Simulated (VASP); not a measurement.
# NaCl (Fm-3m) in VASP: G0W0 quasiparticle levels with PBE

Aim: the G0W0 quasiparticle levels of NaCl with PBE.

Program: VASP 6.6.1. These are calculated values, not measurements. Logs are shortened: lines on timing, memory, paths and dates and some standing lists are left out, and cuts for length are marked.

**1. The cell of the first run**

Symmetry: Fm-3m, No. 225, cubic system. Conventional cell: a = 5.640 Å, b = 5.640 Å, c = 5.640 Å, α = 90.00°, β = 90.00°, γ = 90.00°. Within 3.7 Å of Na (site symmetry m-3m) lie 6 Cl at 2.82 Å. Within 3.7 Å of Cl (site symmetry m-3m) lie 6 Na at 2.82 Å.

**2. G0W0 quasiparticle levels, PBE**

Input file POSCAR:

```
NaCl
1.0
    0.0000000000      2.8200000000      2.8200000000
    2.8200000000      0.0000000000      2.8200000000
    2.8200000000      2.8200000000      0.0000000000
Na Cl
1 1
Direct
    0.0000000000      0.0000000000      0.0000000000
    0.5000000000      0.5000000000      0.5000000000
```

Input file INCAR.step1:

```
PREC     = Accurate       # precision mode
ENCUT    = 500            # plane-wave cutoff, eV
EDIFF    = 1E-8           # SCF threshold, eV
ISMEAR   = 0              # smearing method
SIGMA    = 0.01           # smearing width, eV
LREAL    = F              # projectors in reciprocal space
LASPH    = T              # aspherical terms in the spheres
NELM     = 80             # most SCF steps
ALGO     = Normal         # electronic algorithm
LWAVE    = T              # write WAVECAR
LCHARG   = F              # write CHGCAR
GGA      = PE             # functional
```

Input file INCAR.step2:

```
PREC     = Accurate       # precision mode
ENCUT    = 500            # plane-wave cutoff, eV
EDIFF    = 1E-8           # SCF threshold, eV
ISMEAR   = 0              # smearing method
SIGMA    = 0.01           # smearing width, eV
LREAL    = F              # projectors in reciprocal space
LASPH    = T              # aspherical terms in the spheres
NELM     = 1              # most SCF steps
ALGO     = Exact          # electronic algorithm
LWAVE    = T              # write WAVECAR
LCHARG   = F              # write CHGCAR
GGA      = PE             # functional
NBANDS   = 226            # bands
LOPTICS  = T              # frequency-dependent dielectric function
ISTART   = 1
```

Input file INCAR.step3:

```
PREC     = Accurate       # precision mode
ENCUT    = 500            # plane-wave cutoff, eV
EDIFF    = 1E-8           # SCF threshold, eV
ISMEAR   = 0              # smearing method
SIGMA    = 0.01           # smearing width, eV
LREAL    = F              # projectors in reciprocal space
LASPH    = T              # aspherical terms in the spheres
ALGO     = EVGW0          # electronic algorithm
LWAVE    = F              # write WAVECAR
LCHARG   = F              # write CHGCAR
GGA      = PE             # functional
NELMGW   = 1            
NBANDS   = 226            # bands
ENCUTGW  = 113.3          # cutoff of the response function
NOMEGA   = 96             # frequency points
PRECFOCK = Fast         
ISTART   = 1            
NBANDSGW = 16           
OMEGAMAX = 30
```

Input file KPOINTS:

```
Automatic mesh
0
Gamma
  4 4 4
```

Potentials or basis: VASP PAW PBE potentials, release 64 (Na_sv_GW, Cl_GW).

Launch:

```bash
$ cat potpaw_PBE.64/Na_sv_GW/POTCAR potpaw_PBE.64/Cl_GW/POTCAR > POTCAR
$ cp INCAR.step1 INCAR
$ mpirun -np 1 vasp_std > vasp.out
$ cp INCAR.step2 INCAR
$ mpirun -np 1 vasp_std > vasp.out
$ cp INCAR.step3 INCAR
$ mpirun -np 1 vasp_std > vasp.out
```

OUTCAR:

```text
PREC = Accurate
   ENCUT = 500
   EDIFF = 1E-8
   ISMEAR = 0
   LREAL = F
   LASPH = T
   GGA = PE
   NELMGW = 1
   ENCUTGW = 113.3
   PRECFOCK = Fast
   ISTART = 1

 ion  position               nearest neighbor table
   1  0.000  0.000  0.000-
   2  0.500  0.500  0.500-

  LATTYP: Found a face centered cubic cell.
 ALAT       =     5.6400000000

  Lattice vectors:

 A1 = (   0.0000000000,   2.8200000000,   2.8200000000)
 A2 = (   2.8200000000,   0.0000000000,   2.8200000000)
 A3 = (   2.8200000000,   2.8200000000,   0.0000000000)

Analysis of symmetry for initial positions (statically):
=====================================================================
 Subroutine PRICEL returns:
 Original cell was already a primitive cell.

 Routine SETGRP: Setting up the symmetry group for a
 face centered cubic supercell.

 Subroutine GETGRP returns: Found 48 space group operations
 (whereof 48 operations were pure point group operations)
 out of a pool of 48 trial point group operations.

The static configuration has the point symmetry O_h .

Analysis of symmetry for dynamics (positions and initial velocities):
=====================================================================
 Subroutine PRICEL returns:
 Original cell was already a primitive cell.

 Routine SETGRP: Setting up the symmetry group for a
 face centered cubic supercell.

 Subroutine GETGRP returns: Found 48 space group operations
 (whereof 48 operations were pure point group operations)
 out of a pool of 48 trial point group operations.

The dynamic configuration has the point symmetry O_h .

 Subroutine INISYM returns: Found 48 space group operations
 (whereof 48 operations are pure point group operations),
 and found     1 'primitive' translations

----------------------------------------------------------------------------------------

                                     Primitive cell

  volume of cell :      44.8515

  direct lattice vectors                    reciprocal lattice vectors
     0.000000000  2.820000000  2.820000000    -0.177304965  0.177304965  0.177304965
[... 46 lines left out ...]
  0.250000  0.250000  0.000000      6.000000
  0.500000  0.250000  0.000000     24.000000
 -0.250000  0.250000  0.000000     12.000000
  0.500000  0.500000  0.000000      3.000000
 -0.250000  0.500000  0.250000      6.000000
   k-points           NKPTS =      8   k-points in BZ     NKDIM =     64   number of bands    NBANDS=    226
   number of dos      NEDOS =    301   number of ions     NIONS =      2
   total plane-waves  NPLWV =  27000
   dimension x,y,z NGX =    30 NGY =   30 NGZ =   30
   dimension x,y,z NGXF=    60 NGYF=   60 NGZF=   60
   ions per type =               1   1
   NGX,Y,Z   is equivalent  to a cutoff of  12.51, 12.51, 12.51 a.u.
   NGXF,Y,Z  is equivalent  to a cutoff of  25.01, 25.01, 25.01 a.u.
 SYSTEM =  unknown system
   PREC   = accura    normal or accurate (medium, high low for compatibility)
   ISTART =      1    job   : 0-new  1-cont  2-samecut
   ICHARG =      0    charge: 1-file 2-atom 10-const
   ISPIN  =      1    spin polarized calculation?
   LNONCOLLINEAR =      F non collinear calculations
   LSORBIT =      F    spin-orbit coupling
   LASPH  =      T    aspherical Exc in radial PAW
   ENCUT  =  500.0 eV  36.75 Ry    6.06 a.u.   7.27  7.27  7.27*2*pi/ulx,y,z
   NELM   =     60;   NELMIN=  2; NELMDL=  0     # of ELM steps
   EDIFF  = 0.1E-07   stopping-criterion for ELM
   LREAL  =      F    real-space projection
   EDIFFG = 0.1E-06   stopping-criterion for IOM
   NSW    =      0    number of steps for IOM
   IBRION =     -1    ionic relax: 0-MD 1-quasi-New 2-CG
   NFREE  =      0    steps in history (QN), initial steepest desc. (CG)
   ISIF   =      0    stress and relaxation
   ISYM   =      3    0-nonsym 1-usesym 2-fastsym
   POTIM  = 0.5000    time-step for ionic-motion
   TEBEG  =    0.0;   TEEND  =   0.0 temperature during run
   PSTRESS=    0.0 pullay stress
   NELECT =      16.0000    total number of electrons
   NUPDOWN=      -1.0000    fix difference up-down
   EMIN   =  10.00;   EMAX   =-10.00  energy-range for DOS
   EFERMI =   0.00;   METHOD = LEGACY
   ISMEAR =     0;   SIGMA  =   0.01  broadening in eV -4-tet -1-fermi 0-gaus
   EFERMI_NEDOS =   21; number of points for ismear=-14 and -15
   IALGO  =     38    algorithm
   IMIX   =      4    mixing-type and parameters
     AMIX     =   0.40;   BMIX     =  1.00
     AMIX_MAG =   1.60;   BMIX_MAG =  1.00
  volume/ion in A,a.u.               =      22.43       151.34
  Fermi-wavevector in a.u.,A,eV,Ry     =   1.161063  2.194091 18.341563  1.348067
  Thomas-Fermi vector in A             =   2.297639
   LORBIT       =      0    0 simple, 1 ext, 2 COOP (PROOUT), +10 PAW based schemes
   GGA     = PE    functional components
   LHFCALC =     T    Hartree Fock is set to
   PRECFOCK=fast      Normal, Fast or Accurate (Low or Medium for compatibility)
   ENCUT4O =  -1.0   cutoff for four orbital integrals eV
   NKREDX  =     1    reduce k-point grid by
   NKREDY  =     1    reduce k-point grid by
   NKREDZ  =     1    reduce k-point grid by
   AEXX    =    1.0000 exact exchange contribution
   HFSCREEN=    0.0000 screening length (either q_TF or 0.3 A-1)
   HFSCREENC=   0.0000 screening length for correlation (either q_TF or 0.3 A-1)
   ENCUTFOCK=  -1.0 apply spherical cutoff to Coloumb kernel
   IVDW    =     0    specifies the selected vdW correction
   LEPSILON=     F    determine dielectric tensor
   LRPA    =     F    only Hartree local field effects (RPA)
   LRPAFORCE           =     F    calculate RPA forces
   ENCUTGW             = 113.3    cutoff for response function in eV
   ENCUTGWSOFT         =  90.6    soft cutoff for Coulomb kernel in GW response function in eV
   ENCUTLF             =  -1.0    cutoff for local field effects
   NELMGW              =     1    number of iterations in solving QP/BSE equation
   NELMHF              =     1    number of iterations in the inner HF iteration
   NKREDLFX            =     1    NKREDLFY  =   1   NKREDLFZ  =   1
 non-spin polarized calculation
 Gauss-broadening in eV      SIGMA  =   0.01
  energy-cutoff  :      500.00
  volume of cell :       44.85
 maximum number of plane-waves:      1158
 NGX is ok and might be reduce to    30
  NGX = 16; NGY = 16; NGZ = 16
   NGX = 15   NGY = 15   NGZ = 15
 maximum number of plane-waves:       126
 NGX is ok and might be reduce to    14

 QP shifts <psi_nk| G(iteration)W_0 |psi_nk>: iteration 1
 for sc-GW calculations column KS-energies equals QP-energies in previous step
 and V_xc(KS)=  KS-energies - (<T + V_ion + V_H > + <T+V_H+V_ion>^1  + <V_x>^1)

 k-point   1 :       0.0000    0.0000    0.0000
  band No.  KS-energies  QP-energies   sigma(KS)   V_xc(KS)     V^pw_x(r,r')   Z            occupation Imag(sigma)

      1     -49.8167     -59.5183     -41.8009     -29.2760     -49.1346       0.7746       2.0000       0.2639
      2     -21.7524     -27.8697     -35.8416     -28.3201     -41.3610       0.8133       2.0000       0.0849
      3     -21.7524     -27.8697     -35.8416     -28.3201     -41.3610       0.8133       2.0000       0.0849
      4     -21.7524     -27.8697     -35.8416     -28.3201     -41.3610       0.8133       2.0000       0.0849
      5     -13.5909     -14.8064     -16.7300     -14.9681     -24.2362       0.6899       2.0000       1.3543
      6      -0.9329      -2.8548     -16.9262     -14.5191     -18.8909       0.7984       2.0000       0.0618
[... 135 lines left out ...]
      2     -21.7664     -27.8428     -35.7916     -28.2728     -41.3075       0.8082       2.0000       0.0865
      3     -21.7664     -27.8428     -35.7916     -28.2728     -41.3075       0.8082       2.0000       0.0865
      4     -21.7625     -27.8350     -35.7947     -28.2820     -41.3173       0.8083       2.0000       0.0912
      5     -13.1926     -14.3734     -17.1568     -15.4668     -24.5824       0.6987       2.0000       1.2242
      6      -2.1174      -4.2365     -15.8125     -13.1270     -17.9203       0.7891       2.0000       0.0743
[... 8 lines left out ...]
     15      15.1482      16.6442      -8.2935     -10.1578      -4.0059       0.8024       0.0000      -0.2138
     16      15.7084      17.5501      -9.4725     -11.7976      -5.0373       0.7921       0.0000      -0.2066
```

OUTCAR.step1:

```text
PREC = Accurate
   ENCUT = 500
   EDIFF = 1E-8
   ISMEAR = 0
   LREAL = F
   LASPH = T
[... 321 lines left out ...]
 -----------------------------------------------------------------------------------
      0.00000      0.00000      0.00000        -0.000000      0.000000     -0.000000
      2.82000      2.82000      2.82000         0.000000     -0.000000      0.000000
 -----------------------------------------------------------------------------------
    total drift:                               -0.000000      0.000000      0.000000

  FREE ENERGIE OF THE ION-ELECTRON SYSTEM (eV)
  ---------------------------------------------------
  free  energy   TOTEN  =        -8.8552841599 eV

  energy  without entropy=       -8.8552841599  energy(sigma->0) =       -8.85528416
```

OUTCAR.step2:

```text
PREC = Accurate
   ENCUT = 500
   EDIFF = 1E-8
   ISMEAR = 0
   LREAL = F
[... 721 lines left out ...]
     0.00000     2.78216     2.78216     2.78216    -0.00000    -0.00000     0.00000
     2.53607     2.93278     2.93278     2.93278    -0.00000    -0.00000     0.00000
     5.07215     3.46088     3.46088     3.46088    -0.00000    -0.00000     0.00000
     7.60822     3.26621     3.26621     3.26621    -0.00000    -0.00000     0.00000
    10.14430     1.61585     1.61585     1.61585     0.00000     0.00000    -0.00000
    12.68037     0.48686     0.48686     0.48686    -0.00000    -0.00000    -0.00000
[... 92 lines left out ...]
   248.53529     0.99222     0.99222     0.99222     0.00000     0.00000    -0.00000
   251.07137     0.99240     0.99240     0.99240     0.00000     0.00000    -0.00000
```

Wall time 2.5 min (1 thread of AMD EPYC 9R45 (Zen 5), shared host); peak memory 0.46 GiB.

What came out:

```
Quasiparticle gap                                   : 7.89 eV
Least direct quasiparticle gap                      : 7.89 eV
Band gap of the starting levels on the mesh         : 5.11 eV
Least direct gap of the starting levels on the mesh : 5.11 eV
```

Caveat: the k points lie up to 0.48 Å⁻¹ apart; bands, screening cutoff and mesh are small and nothing is extrapolated, so the quasiparticle values aren't converged.
